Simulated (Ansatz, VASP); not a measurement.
# Two plane-wave programs on SiC2

```
Si C
1.0
    -1.47262    1.47262    6.26940
     1.47262   -1.47262    6.26940
     1.47262    1.47262   -6.26940
Si C
2 4
Direct
  0.00000 0.00000 0.00000
  0.75000 0.25000 0.50000
  0.65968 0.65968 0.00000
  0.34032 0.34032 0.00000
  0.40968 0.90968 0.50000
  0.09032 0.59032 0.50000
```

Alike in both runs: functional PBE; k mesh 14 × 14 × 14; occupations gaussian, width 0.02 eV; no spin polarisation.

Ansatz relaxed the structure, and its values are those at the end. VASP's run is a single point on that final structure, the one shown.

```csv
,VASP,Ansatz
version,VASP 6.6.1,Ansatz 0.2.0
potentials or method,"VASP PAW PBE potentials, release 64 (Si, C), cutoff 520 eV","scalar-relativistic, plane waves, PAW"
valence electrons in the cell,24,24
```

VASP gave:

```
gap on the k mesh at the Fermi level (eV) : 0.89
least direct gap on the mesh (eV)         : 0.89
pressure (GPa)                            : 0.0
rms of the force components (eV/Å)        : 0.006
```

Problem. Which values does Ansatz return?

Solution. gap on the k mesh at the Fermi level (eV): 0.89; least direct gap on the mesh (eV): 0.89; pressure (GPa): 0.0; rms of the force components (eV/Å): 0.001.
